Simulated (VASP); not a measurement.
# TaN (Fm-3m) in VASP: notebook, part 3 of 3

VASP 6.6.1. The steps go on from the part before.

**5. Single point, r2SCAN**

This run uses another cell than the first one, of 10.62 Å³/atom.

Input file POSCAR:

```
TaN
1.0
    3.1088180371      0.0000000000      0.0000000000
   -1.5544090186      2.6923153959      0.0000000000
    1.5544090186      0.8974384653      2.5383392980
Ta N
1 1
Direct
    0.0000000000      0.5000000000      0.5000000000
    0.0000000000      0.0000000000      0.0000000000
```

Input file INCAR.step1:

```
  PREC = Accurate
  ENCUT = 520
  ISMEAR = 0
  SIGMA = 0.1
  LREAL = F
  LASPH = T
  NELM = 100
  ISYM = 0
  NBANDS = 15
  GGA = PE
  ALGO = Normal
  EDIFF = 1E-4
  LWAVE = T
  LCHARG = F
```

Input file INCAR.step2:

```
  PREC = Accurate
  ENCUT = 520
  EDIFF = 1E-6
  ISMEAR = 0
  SIGMA = 0.1
  LREAL = F
  LASPH = T
  NELM = 100
  ALGO = Normal
  ISIF = 2
  LWAVE = F
  LCHARG = F
  METAGGA = R2SCAN
  LMIXTAU = T
  ISYM = 0
  NBANDS = 15
  ISTART = 1
```

Input file KPOINTS:

```
regular mesh
0
Gamma
  12 12 14
```

Potentials or basis: VASP PAW PBE potentials, release 64 (Ta_pv, N).

The run is started by

```bash
cat potpaw_PBE.64/Ta_pv/POTCAR potpaw_PBE.64/N/POTCAR > POTCAR
cp INCAR.step1 INCAR
mpirun -np 1 vasp_std > vasp.out
cp INCAR.step2 INCAR
mpirun -np 1 vasp_std > vasp.out
```

OUTCAR:

```text
PREC = Accurate
   ENCUT = 520
   EDIFF = 1E-6
   ISMEAR = 0
   LREAL = F
   LASPH = T
   NELM = 100
   ISIF = 2
   METAGGA = R2SCAN
   ISYM = 0
   ISTART = 1

 ion  position               nearest neighbor table
   1  0.000  0.500  0.500-   2 2.20   2 2.20   2 2.20   2 2.20   2 2.20   2 2.20
   2  0.000  0.000  0.000-   1 2.20   1 2.20   1 2.20   1 2.20   1 2.20   1 2.20

IMPORTANT INFORMATION: All symmetrisations will be switched off!
NOSYMM: (Re-)initialisation of all symmetry stuff for point group C_1.

----------------------------------------------------------------------------------------

                                     Primitive cell

  volume of cell :      21.2457

  direct lattice vectors                    reciprocal lattice vectors
     3.108818037  0.000000000  0.000000000     0.321665658  0.185713754 -0.262638910
    -1.554409019  2.692315396  0.000000000     0.000000000  0.371427509 -0.131319455
     1.554409019  0.897438465  2.538339298     0.000000000  0.000000000  0.393958365

  length of vectors
     3.108818037  3.108818037  3.108818037     0.454903936  0.393958365  0.393958365

  position of ions in fractional coordinates (direct lattice)
     0.000000000  0.500000000  0.500000000
     0.000000000  0.000000000  0.000000000

  ion indices of the primitive-cell ions
   primitive index   ion index
                 1           1
                 2           2

----------------------------------------------------------------------------------------

 KPOINTS: regular mesh

Automatic generation of k-mesh.
 Grid dimensions read from file:
 generate k-points for:   12   12   14

 Generating k-lattice:

  Cartesian coordinates                     Fractional coordinates (reciprocal lattice)
     0.026805472  0.015476146 -0.021886576     0.083333333  0.000000000  0.000000000
     0.000000000  0.030952292 -0.010943288     0.000000000  0.083333333  0.000000000
     0.000000000  0.000000000  0.028139883     0.000000000  0.000000000  0.071428571

  Length of vectors
     0.037908661  0.032829864  0.028139883

  Shift w.r.t. Gamma in fractional coordinates (k-lattice)
     0.000000000  0.000000000  0.000000000

 -----------------------------------------------------------------------------
|                                                                             |
|           W    W    AA    RRRRR   N    N  II  N    N   GGGG   !!!           |
|           W    W   A  A   R    R  NN   N  II  NN   N  G    G  !!!           |
|           W    W  A    A  R    R  N N  N  II  N N  N  G       !!!           |
|           W WW W  AAAAAA  RRRRR   N  N N  II  N  N N  G  GGG   !            |
|           WW  WW  A    A  R   R   N   NN  II  N   NN  G    G                |
|           W    W  A    A  R    R  N    N  II  N    N   GGGG   !!!           |
|                                                                             |
|     Your reciprocal lattice and k-lattice belong to different lattice       |
|     classes:                                                                |
|                                                                             |
|        The reciprocal lattice is body-centered cubic,                       |
|        whereas your k-lattice is base-centered monoclinic.                  |
|                                                                             |
|     Results are often still useful ...                                      |
|                                                                             |
 -----------------------------------------------------------------------------

[... 43 lines left out ...]
 SYSTEM =  unknown system
   PREC   = accura    normal or accurate (medium, high low for compatibility)
   ISTART =      1    job   : 0-new  1-cont  2-samecut
   ICHARG =      0    charge: 1-file 2-atom 10-const
   ISPIN  =      1    spin polarized calculation?
   LNONCOLLINEAR =      F non collinear calculations
   LSORBIT =      F    spin-orbit coupling
   LASPH  =      T    aspherical Exc in radial PAW
   ENCUT  =  520.0 eV  38.22 Ry    6.18 a.u.   5.78  5.78  5.78*2*pi/ulx,y,z
   NELM   =    100;   NELMIN=  2; NELMDL=  0     # of ELM steps
   EDIFF  = 0.1E-05   stopping-criterion for ELM
   LREAL  =      F    real-space projection
   EDIFFG = 0.1E-04   stopping-criterion for IOM
   NSW    =      0    number of steps for IOM
   IBRION =     -1    ionic relax: 0-MD 1-quasi-New 2-CG
   NFREE  =      0    steps in history (QN), initial steepest desc. (CG)
   ISIF   =      2    stress and relaxation
   ISYM   =      0    0-nonsym 1-usesym 2-fastsym
   POTIM  = 0.5000    time-step for ionic-motion
   TEBEG  =    0.0;   TEEND  =   0.0 temperature during run
   PSTRESS=    0.0 pullay stress
   NELECT =      16.0000    total number of electrons
   NUPDOWN=      -1.0000    fix difference up-down
   EMIN   =  10.00;   EMAX   =-10.00  energy-range for DOS
   EFERMI =   0.00;   METHOD = LEGACY
   ISMEAR =     0;   SIGMA  =   0.10  broadening in eV -4-tet -1-fermi 0-gaus
   EFERMI_NEDOS =   21; number of points for ismear=-14 and -15
   IALGO  =     38    algorithm
   IMIX   =      4    mixing-type and parameters
     AMIX     =   0.40;   BMIX     =  1.00
     AMIX_MAG =   1.60;   BMIX_MAG =  1.00
  volume/ion in A,a.u.               =      10.62        71.69
  Fermi-wavevector in a.u.,A,eV,Ry     =   1.489445  2.814643 30.183803  2.218447
  Thomas-Fermi vector in A             =   2.602353
   LORBIT       =      0    0 simple, 1 ext, 2 COOP (PROOUT), +10 PAW based schemes
   METAGGA = R2SCAN    functional components
   LHFCALC =     F    Hartree Fock is set to
   AEXX    =    0.0000 exact exchange contribution
   IVDW    =     0    specifies the selected vdW correction
   LEPSILON=     F    determine dielectric tensor
   LRPA    =     F    only Hartree local field effects (RPA)
 non-spin polarized calculation
 Gauss-broadening in eV      SIGMA  =   0.10
  energy-cutoff  :      520.00
  volume of cell :       21.25
 maximum number of plane-waves:       588
   NGX = 11   NGY = 11   NGZ = 11

 number of electron      16.0000002 magnetization

 Free energy of the ion-electron system (eV)
  ---------------------------------------------------
  ext. energy  EPLUGINS =         0.00000000
  ---------------------------------------------------
  free energy    TOTEN  =       -59.62733839 eV

  energy without entropy =      -59.62342023  energy(sigma->0) =      -59.62537931

 E-fermi :   9.6024     XC(G=0): -14.4605

 val. band max:        9.6003904096   @ k =  -0.4167  -0.3333   0.1429
 cond. band min:       9.6066688490   @ k =   0.0833  -0.1667   0.4286
 fundamental gap:      0.0062784394
 Fermi energy:         9.6023836000

 k-point     1 :       0.0000    0.0000    0.0000
  band No.  band energies     occupation
      1     -27.5256      2.00000
      2     -27.5244      2.00000
      3     -27.5220      2.00000
      4     -10.4013      2.00000
      5       5.4703      2.00000
      6       5.4713      2.00000
      7       5.4722      2.00000
      8       7.4525      2.00000
      9       7.4538      2.00000
     10       7.4547      2.00000
     11       9.7535      0.03259
     12       9.7559      0.02995
     13      11.4098      0.00000
     14      19.1832      0.00000
[... 401 lines left out ...]
      2     -27.8687      2.00000
      3     -27.7633      2.00000
      4      -8.7738      2.00000
      5       1.7440      2.00000
      6       2.7001      2.00000
      7       3.6514      2.00000
      8       6.2013      2.00000
      9      12.6365      0.00000
     10      12.6541      0.00000
     11      13.2870      0.00000
     12      14.6994      0.00000
     13      17.9594      0.00000
     14      19.1889      0.00000
     15      19.9332      0.00000

 [... further k-points ...]

------------------------ aborting loop because EDIFF is reached ----------------------------------------

  FORCE on cell =-STRESS in cart. coord.  units (eV):
  Direction    XX          YY          ZZ          XY          YZ          ZX
  --------------------------------------------------------------------------------------
  -------------------------------------------------------------------------------------
  Total        0.2919605      0.2781543      0.1803071      0.0119925      0.0186237      0.0322668
  in kB       22.0172842     20.9761373     13.5972917      0.9043770      1.4044504      2.4332970
  external PRESSURE =      18.8635711 kB  Pullay stress =       0.0000000 kB

 VOLUME and BASIS-vectors are now :
 -----------------------------------------------------------------------------
  energy-cutoff  :      520.00
  volume of cell :       21.25
      direct lattice vectors                 reciprocal lattice vectors
     3.108818037  0.000000000  0.000000000     0.321665658  0.185713754 -0.262638910
    -1.554409019  2.692315396  0.000000000     0.000000000  0.371427509 -0.131319455
     1.554409019  0.897438465  2.538339298     0.000000000  0.000000000  0.393958365

 POSITION                                       TOTAL-FORCE (eV/Angst)
 -----------------------------------------------------------------------------------
      0.00000      1.79488      1.26917        -0.000000     -0.000000      0.000000
      0.00000      0.00000      0.00000         0.000000      0.000000     -0.000000
 -----------------------------------------------------------------------------------
    total drift:                               -0.000000      0.000000      0.000000

  FREE ENERGIE OF THE ION-ELECTRON SYSTEM (eV)
  ---------------------------------------------------
  free  energy   TOTEN  =       -59.6273383925 eV

  energy  without entropy=      -59.6234202280  energy(sigma->0) =      -59.62537931
```

Run time: 22 min. Hardware: 1 thread of Oxide Virtual Turin-like, shared host; peak memory 0.39 GiB.

The run converged, but its numbers aren't listed here, since they failed a check.

Caveat: the PAW data sets were made with another functional, which shifts forces and pressure a little; spin-orbit coupling is left out, which moves the levels of the heavy elements.

**6. The runs side by side**

| potentials or basis | cell | k mesh | cutoff (eV) | gap on the mesh (eV) | pressure (GPa) |
| --- | --- | --- | --- | --- | --- |
| VASP PAW PBE potentials, release 64 (Ta_sv_GW, N) | a = 3.076 Å, angles 60.0°, 2 atoms, atomic positions A | 16 × 16 × 16 | 770 | none | 12.1 |
| VASP PAW PBE potentials, release 64 (Ta_pv, N) | a = 2.969, b = 2.969, c = 4.199 Å, 4 atoms, atomic positions B | 16 × 16 × 12 | 520 | none | 68.9 |
| VASP PAW PBE potentials, release 64 (Ta_pv, N) | a = 3.016, b = 3.016, c = 4.265 Å, 4 atoms, atomic positions B | 16 × 16 × 12 | 520 | none | 41.9 |

Alike in all rows: task single point; level r2SCAN; no spin polarisation; smearing gaussian 0.1 eV.

Caveats: the cell stands under pressure; the PAW data sets were made with another functional, which shifts forces and pressure a little; spin-orbit coupling is left out, which moves the levels of the heavy elements.

Absolute energies hang on the potentials; compare differences alone.
